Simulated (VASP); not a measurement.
# AlSi16 (a cell with a defect) in VASP: single point with PBE+D3(BJ)

Aim: the single point of AlSi16 (a cell with a defect) with PBE+D3(BJ).

Program: VASP 6.6.1. These are calculated values, not measurements. Logs are shortened: lines on timing, memory, paths and dates and some standing lists are left out, and cuts for length are marked.

## 1. The cell of the first run

The cell holds a defect, 17 atoms: a = 7.679 Å, b = 7.679 Å, c = 7.679 Å, α = 60.00°, β = 60.00°, γ = 60.00°.

## 2. Single point, PBE+D3(BJ), collinear spin

Input file INCAR:

```
SYSTEM = AlSi16
PREC = Accurate
ENCUT = 520
EDIFF = 1E-6
ISMEAR = -1
SIGMA = 0.02
LREAL = Auto
LASPH = .True.
NELM = 150
ALGO = Normal
ISIF = 2
LWAVE = .False.
LCHARG = .False.
ISPIN = 2
MAGMOM = 0 0 0 0 0 0 0 0 0 0 0 0 0 0 0 0 1
LORBIT = 11
GGA = PE
IVDW = 12
NBANDS = 52
```

Input file KPOINTS:

```
regular mesh
0
Gamma
  2 2 2
  0 0 0
```

Input file POSCAR:

```
AlSi16
1.0
    0.0000000000      5.4300000000      5.4300000000
    5.4300000000      0.0000000000      5.4300000000
    5.4300000000      5.4300000000      0.0000000000
Si Al
16 1
Direct
    0.0017512079      0.0009124533     -0.0013759339
    0.1235981482      0.1228380562      0.1296407171
    0.0000351704     -0.0006205528      0.5002517336
    0.1236028436      0.1228417154      0.6238346119
    0.0017373182      0.4976170918     -0.0014349133
    0.1384103416      0.6198267358      0.1208368872
    0.0017365710      0.4976225461      0.5019833524
    0.1235586110      0.6287840958      0.6237833683
    0.4983839426      0.0009153733     -0.0013932214
    0.6207216835      0.1372790539      0.1209546694
    0.4983895676      0.0009137685      0.5019963123
    0.6294292186      0.1228349119      0.6238215025
    0.5000844427      0.4989843911      0.0003984492
    0.6205577789      0.6197834820      0.1207886995
    0.4983333033      0.4976073475      0.5019816581
    0.6205747434      0.6197995727      0.6387310810
    0.7500986076      0.7488218577      0.2504600260
```

Potentials or basis: VASP PAW PBE potentials, release 64 (Si, Al).

Command:

```
$ cat potpaw_PBE.64/Si/POTCAR potpaw_PBE.64/Al/POTCAR > POTCAR
$ mpirun -np 1 vasp_std > vasp.out
```

OUTCAR:

```text
SYSTEM = AlSi16
   PREC = Accurate
   ENCUT = 520
   EDIFF = 1E-6
   ISMEAR = -1
   LREAL = Auto
   LASPH = .True.
   NELM = 150
   ISIF = 2
   ISPIN = 2
   LORBIT = 11
   GGA = PE
   IVDW = 12
 IVDW          = 12

 ion  position               nearest neighbor table
   1  0.002  0.001  0.999-   2 2.35   4 2.35  10 2.39   6 2.39  17 2.74
   2  0.124  0.123  0.130-   3 2.32   5 2.35   9 2.35   1 2.35
   3  0.000  0.999  0.500-   8 2.32  12 2.32   2 2.32   4 2.32
   4  0.124  0.123  0.624-   3 2.32   7 2.35  11 2.35   1 2.35
   5  0.002  0.498  0.999-   2 2.35   8 2.35   6 2.39  14 2.39  17 2.73
   6  0.138  0.620  0.121-  13 2.27   1 2.39   7 2.39   5 2.39  17 2.43
   7  0.002  0.498  0.502-   4 2.35   8 2.35   6 2.39  16 2.39  17 2.73
   8  0.124  0.629  0.624-   3 2.32  15 2.35   5 2.35   7 2.35
   9  0.498  0.001  0.999-  12 2.35   2 2.35  10 2.39  14 2.39  17 2.73
  10  0.621  0.137  0.121-  13 2.27   1 2.39  11 2.39   9 2.39  17 2.44
  11  0.498  0.001  0.502-  12 2.35   4 2.35  10 2.39  16 2.39  17 2.73
  12  0.629  0.123  0.624-   3 2.32  15 2.35   9 2.35  11 2.35
  13  0.500  0.499  0.000-  14 2.27  16 2.27   6 2.27  10 2.27
  14  0.621  0.620  0.121-  13 2.27   9 2.39   5 2.39  15 2.39  17 2.43
  15  0.498  0.498  0.502-  12 2.35   8 2.35  16 2.39  14 2.39  17 2.73
  16  0.621  0.620  0.639-  13 2.27  11 2.39   7 2.39  15 2.39  17 2.43
  17  0.750  0.749  0.250-  14 2.43  16 2.43   6 2.43  10 2.44  15 2.73   5 2.73   7 2.73   9 2.73
                            11 2.73   1 2.74

  LATTYP: Found a face centered cubic cell.
 ALAT       =    10.8600000000

  Lattice vectors:

 A1 = (   0.0000000000,   5.4300000000,   5.4300000000)
 A2 = (   5.4300000000,   0.0000000000,   5.4300000000)
 A3 = (   5.4300000000,   5.4300000000,   0.0000000000)

Analysis of symmetry for initial positions (statically):
=====================================================================
 Subroutine PRICEL returns:
 Original cell was already a primitive cell.

 Routine SETGRP: Setting up the symmetry group for a
 face centered cubic supercell.

 Subroutine GETGRP returns: Found  1 space group operations
 (whereof  1 operations were pure point group operations)
 out of a pool of 48 trial point group operations.

The static configuration has the point symmetry C_1 .

Analysis of symmetry for dynamics (positions and initial velocities):
=====================================================================
 Subroutine PRICEL returns:
 Original cell was already a primitive cell.

 Routine SETGRP: Setting up the symmetry group for a
 face centered cubic supercell.

 Subroutine GETGRP returns: Found  1 space group operations
 (whereof  1 operations were pure point group operations)
 out of a pool of 48 trial point group operations.

The dynamic configuration has the point symmetry C_1 .

Analysis of structural, dynamic, and magnetic symmetry:
=====================================================================
 Subroutine PRICEL returns:
 Original cell was already a primitive cell.

 Routine SETGRP: Setting up the symmetry group for a
 face centered cubic supercell.

 Subroutine GETGRP returns: Found  1 space group operations
 (whereof  1 operations were pure point group operations)
 out of a pool of 48 trial point group operations.

The overall configuration has the point symmetry C_1 .

 Subroutine INISYM returns: Found  1 space group operations
 (whereof  1 operations are pure point group operations),
 and found     1 'primitive' translations

----------------------------------------------------------------------------------------

                                     Primitive cell

  volume of cell :     320.2060

  direct lattice vectors                    reciprocal lattice vectors
     0.000000000  5.430000000  5.430000000    -0.092081031  0.092081031  0.092081031
     5.430000000  0.000000000  5.430000000     0.092081031 -0.092081031  0.092081031
     5.430000000  5.430000000  0.000000000     0.092081031  0.092081031 -0.092081031

  length of vectors
     7.679179644  7.679179644  7.679179644     0.159489025  0.159489025  0.159489025

  position of ions in fractional coordinates (direct lattice)
     0.001751208  0.000912453  0.998624066
     0.123598148  0.122838056  0.129640717
     0.000035170  0.999379447  0.500251734
     0.123602844  0.122841715  0.623834612
     0.001737318  0.497617092  0.998565087
     0.138410342  0.619826736  0.120836887
[... 9 lines left out ...]
     0.620574743  0.619799573  0.638731081
     0.750098608  0.748821858  0.250460026

  ion indices of the primitive-cell ions
   primitive index   ion index
                 1           1
                 2           2
                 3           3
                 4           4
                 5           5
                 6           6
[... 9 lines left out ...]
                16          16
                17          17

----------------------------------------------------------------------------------------

 KPOINTS: regular mesh

Automatic generation of k-mesh.
 Grid dimensions read from file:
 generate k-points for:    2    2    2

 Generating k-lattice:

  Cartesian coordinates                     Fractional coordinates (reciprocal lattice)
    -0.046040516  0.046040516  0.046040516     0.500000000  0.000000000  0.000000000
     0.046040516 -0.046040516  0.046040516     0.000000000  0.500000000  0.000000000
     0.046040516  0.046040516 -0.046040516     0.000000000  0.000000000  0.500000000

  Length of vectors
     0.079744512  0.079744512  0.079744512

  Shift w.r.t. Gamma in fractional coordinates (k-lattice)
     0.000000000  0.000000000  0.000000000

 Subroutine IBZKPT returns following result:
 ===========================================

 Found      8 irreducible k-points:

 Following reciprocal coordinates:
            Coordinates               Weight
  0.000000  0.000000  0.000000      1.000000
  0.500000  0.000000  0.000000      1.000000
  0.000000  0.500000  0.000000      1.000000
  0.000000  0.000000  0.500000      1.000000
  0.500000  0.500000  0.500000      1.000000
  0.500000  0.500000  0.000000      1.000000
  0.000000  0.500000  0.500000      1.000000
  0.500000  0.000000  0.500000      1.000000
   k-points           NKPTS =      8   k-points in BZ     NKDIM =      8   number of bands    NBANDS=     52
   number of dos      NEDOS =    301   number of ions     NIONS =     17
   total plane-waves  NPLWV = 216000
   dimension x,y,z NGX =    60 NGY =   60 NGZ =   60
   dimension x,y,z NGXF=   120 NGYF=  120 NGZF=  120
   ions per type =              16   1
   NGX,Y,Z   is equivalent  to a cutoff of  12.99, 12.99, 12.99 a.u.
   NGXF,Y,Z  is equivalent  to a cutoff of  25.98, 25.98, 25.98 a.u.
 SYSTEM =  AlSi16
   PREC   = accura    normal or accurate (medium, high low for compatibility)
   ISTART =      0    job   : 0-new  1-cont  2-samecut
   ICHARG =      2    charge: 1-file 2-atom 10-const
   ISPIN  =      2    spin polarized calculation?
   LNONCOLLINEAR =      F non collinear calculations
   LSORBIT =      F    spin-orbit coupling
   LASPH  =      T    aspherical Exc in radial PAW
   ENCUT  =  520.0 eV  38.22 Ry    6.18 a.u.  14.28 14.28 14.28*2*pi/ulx,y,z
   NELM   =    150;   NELMIN=  2; NELMDL= -5     # of ELM steps
   EDIFF  = 0.1E-05   stopping-criterion for ELM
   LREAL  =      T    real-space projection
   EDIFFG = 0.1E-04   stopping-criterion for IOM
   NSW    =      0    number of steps for IOM
   IBRION =     -1    ionic relax: 0-MD 1-quasi-New 2-CG
   NFREE  =      0    steps in history (QN), initial steepest desc. (CG)
   ISIF   =      2    stress and relaxation
   ISYM   =      2    0-nonsym 1-usesym 2-fastsym
   POTIM  = 0.5000    time-step for ionic-motion
   TEBEG  =    0.0;   TEEND  =   0.0 temperature during run
   PSTRESS=    0.0 pullay stress
   NELECT =      67.0000    total number of electrons
   NUPDOWN=      -1.0000    fix difference up-down
   EMIN   =  10.00;   EMAX   =-10.00  energy-range for DOS
   EFERMI =   0.00;   METHOD = LEGACY
   ISMEAR =    -1;   SIGMA  =   0.02  broadening in eV -4-tet -1-fermi 0-gaus
   EFERMI_NEDOS =   21; number of points for ismear=-14 and -15
   IALGO  =     38    algorithm
   IMIX   =      4    mixing-type and parameters
     AMIX     =   0.40;   BMIX     =  1.00
     AMIX_MAG =   1.60;   BMIX_MAG =  1.00
  volume/ion in A,a.u.               =      18.84       127.11
  Fermi-wavevector in a.u.,A,eV,Ry     =   0.971904  1.836632 12.852022  0.944597
  Thomas-Fermi vector in A             =   2.102159
   LORBIT       =     11    0 simple, 1 ext, 2 COOP (PROOUT), +10 PAW based schemes
   GGA     = PE    functional components
   LHFCALC =     F    Hartree Fock is set to
   AEXX    =    0.0000 exact exchange contribution
   IVDW    =    12    specifies the selected vdW correction
   LEPSILON=     F    determine dielectric tensor
   LRPA    =     F    only Hartree local field effects (RPA)
 spin polarized calculation
  energy-cutoff  :      520.00
  volume of cell :      320.21
 maximum number of plane-waves:      8646
 NGX is ok and might be reduce to    60
   NGX = 29   NGY = 29   NGZ = 29

 number of electron      67.0000000 magnetization      -0.0178221

 number of electron      67.0000000 magnetization       0.0272857

 Free energy of the ion-electron system (eV)
  ---------------------------------------------------
  ext. energy  EPLUGINS =         0.00000000
  ---------------------------------------------------
  free energy    TOTEN  =       -86.69611658 eV

  energy without entropy =      -86.68922795  energy(sigma->0) =      -86.69267227

 E-fermi :   6.8998     XC(G=0):  -9.6575

 val. band max:        6.8954776489   @ k =   0.0000   0.0000   0.0000
 cond. band min:       6.9040459782   @ k =   0.0000   0.0000   0.0000
 fundamental gap:      0.0085683293
 Fermi energy:         6.8997571957

 spin component 1

 k-point     1 :       0.0000    0.0000    0.0000
  band No.  band energies     occupation
      1      -6.0025      1.00000
      2      -3.5666      1.00000
      3      -3.5307      1.00000
      4      -3.5307      1.00000
      5      -3.5306      1.00000
      6      -2.3937      1.00000
[... 373 lines left out ...]
     44      10.3322      0.00000
     45      10.4712      0.00000
 Fermi energy:         6.8997571957

 spin component 2

 k-point     1 :       0.0000    0.0000    0.0000
  band No.  band energies     occupation
      1      -6.0009      1.00000
      2      -3.5654      1.00000
      3      -3.5294      1.00000
      4      -3.5294      1.00000
      5      -3.5294      1.00000
      6      -2.3928      1.00000
[... 373 lines left out ...]
     44      10.3356      0.00000
     45      10.4736      0.00000
 [bands above 45 left out]

------------------------ aborting loop because EDIFF is reached ----------------------------------------

 Edisp (eV)   -5.60983

 E8    (eV) :    -2.3331

  FORCE on cell =-STRESS in cart. coord.  units (eV):
  Direction    XX          YY          ZZ          XY          YZ          ZX
  --------------------------------------------------------------------------------------
  -------------------------------------------------------------------------------------
  Total       4.89948     4.89832     4.90135     0.00442     0.00380    -0.00347
  in kB      24.51497    24.50916    24.52429     0.02211     0.01900    -0.01737
  external pressure =       24.52 kB  Pullay stress =        0.00 kB

 VOLUME and BASIS-vectors are now :
 -----------------------------------------------------------------------------
  energy-cutoff  :      520.00
  volume of cell :      320.21
      direct lattice vectors                 reciprocal lattice vectors
     0.000000000  5.430000000  5.430000000    -0.092081031  0.092081031  0.092081031
     5.430000000  0.000000000  5.430000000     0.092081031 -0.092081031  0.092081031
     5.430000000  5.430000000  0.000000000     0.092081031  0.092081031 -0.092081031

 POSITION                                       TOTAL-FORCE (eV/Angst)
 -----------------------------------------------------------------------------------
      5.42748      5.43204      0.01446        -0.000132      0.000027     -0.037661
      1.37096      1.37509      1.33815        -0.033731     -0.033538      0.033102
      8.14300      2.71656      5.42682         0.001239     -0.000992      0.002266
      4.05445      4.05859      1.33819         0.033423      0.033698      0.033250
      8.12427      5.43164      2.71149         0.037330     -0.000298     -0.000563
      4.02180      1.40771      4.11723         0.015470     -0.015458     -0.016219
[... 9 lines left out ...]
      6.83382      6.83803      6.73523        -0.015944     -0.016166      0.015786
      5.42610      5.43303      8.13914         0.001764     -0.002001      0.002134
 -----------------------------------------------------------------------------------
    total drift:                                0.000207     -0.000353      0.002316

  FREE ENERGIE OF THE ION-ELECTRON SYSTEM (eV)
  ---------------------------------------------------
  free  energy   TOTEN  =       -92.3059435869 eV

  energy  without entropy=      -92.2990549550  energy(sigma->0) =      -92.30249927

 total charge

# of ion       s       p       d       tot
------------------------------------------
    1        0.743   0.929   0.000   1.672
    2        0.746   0.950   0.000   1.697
    3        0.736   0.973   0.000   1.709
    4        0.746   0.950   0.000   1.697
    5        0.743   0.929   0.000   1.672
    6        0.758   0.949   0.000   1.707
[... 9 lines left out ...]
   16        0.758   0.949   0.000   1.707
   17        0.508   0.334   0.000   0.842
--------------------------------------------------
tot         12.480  15.471   0.000  27.951

 magnetization (x)

# of ion       s       p       d       tot
------------------------------------------
    1        0.000  -0.000   0.000   0.000
    2       -0.000   0.000   0.000   0.000
    3       -0.000  -0.000   0.000  -0.000
    4       -0.000   0.000   0.000   0.000
    5        0.000  -0.000   0.000   0.000
    6       -0.000   0.000   0.000   0.000
[... 9 lines left out ...]
   16       -0.000   0.000   0.000   0.000
   17       -0.000  -0.000   0.000  -0.000
--------------------------------------------------
tot          0.002   0.001   0.000   0.004
```

It took 4.5 min on 1 thread of Intel Xeon 6975P-C (Granite Rapids), shared host; peak memory 0.7 GiB.

What came out:

- Free energy: -92.3059 eV
- Pressure: 2.5 GPa
- Largest force: 0.059 eV/Å
- Net moment: 0.03 μB per cell
- Valence electrons inside the program's atomic spheres: Si 1.67, 1.70, 1.71, 1.75 (each value once); Al 0.84
- Dispersion energy per atom: -0.330 eV

Forces in eV/Å, atoms in the order of the input:
```
Si   0.000  0.000 -0.038
Si  -0.034 -0.034  0.033
Si   0.001 -0.001  0.002
Si   0.033  0.034  0.033
Si   0.037  0.000 -0.001
Si   0.015 -0.015 -0.016
Si   0.000 -0.037  0.000
Si  -0.034  0.034 -0.034
Si  -0.001  0.038 -0.001
Si  -0.015  0.016 -0.015
Si  -0.038  0.000 -0.001
Si   0.033 -0.033 -0.034
Si   0.000  0.000  0.000
Si   0.016  0.016  0.016
Si   0.000  0.000  0.037
Si  -0.016 -0.016  0.016
Al   0.002 -0.002  0.002
```

Levels at points of the mesh, in eV from the Fermi level:
Spin up:
| k point | band 31 | band 32 | band 33 | band 34 | band 35 | band 36 |
| --- | --- | --- | --- | --- | --- | --- |
| (0.00, 0.00, 0.00) | -0.75 | -0.75 | -0.75 | -0.22 | -0.22 | -0.22 |
| (0.50, 0.00, 0.00) | -1.42 | -1.42 | -0.60 | 0.23 | 0.55 | 0.55 |
| (0.00, 0.50, 0.00) | -1.42 | -1.42 | -0.60 | 0.23 | 0.54 | 0.55 |
| (0.00, 0.00, 0.50) | -1.42 | -1.42 | -0.60 | 0.23 | 0.55 | 0.55 |
| (0.50, 0.50, 0.50) | -1.42 | -1.42 | -0.60 | 0.23 | 0.55 | 0.55 |
| (0.50, 0.50, 0.00) | -2.04 | -1.90 | -0.25 | 0.20 | 1.10 | 1.41 |
| (0.00, 0.50, 0.50) | -2.04 | -1.90 | -0.25 | 0.20 | 1.10 | 1.41 |
| (0.50, 0.00, 0.50) | -2.04 | -1.90 | -0.25 | 0.20 | 1.10 | 1.41 |
Spin down:
```csv
k point,band 30,band 31,band 32,band 33,band 34,band 35,band 36,band 37
"(0.00, 0.00, 0.00)",-1.74,-0.75,-0.75,-0.75,-0.22,-0.22,-0.22,0.00
"(0.50, 0.00, 0.00)",-1.57,-1.41,-1.41,-0.60,0.23,0.55,0.55,0.87
"(0.00, 0.50, 0.00)",-1.57,-1.41,-1.41,-0.60,0.23,0.55,0.55,0.87
"(0.00, 0.00, 0.50)",-1.57,-1.41,-1.41,-0.60,0.23,0.55,0.55,0.87
"(0.50, 0.50, 0.50)",-1.57,-1.41,-1.41,-0.60,0.23,0.55,0.55,0.87
"(0.50, 0.50, 0.00)",-2.03,-2.03,-1.90,-0.25,0.20,1.10,1.41,1.41
"(0.00, 0.50, 0.50)",-2.03,-2.03,-1.90,-0.25,0.20,1.10,1.41,1.41
"(0.50, 0.00, 0.50)",-2.03,-2.03,-1.90,-0.25,0.20,1.10,1.41,1.41
```

Caveat: the k points lie up to 0.50 Å⁻¹ apart.
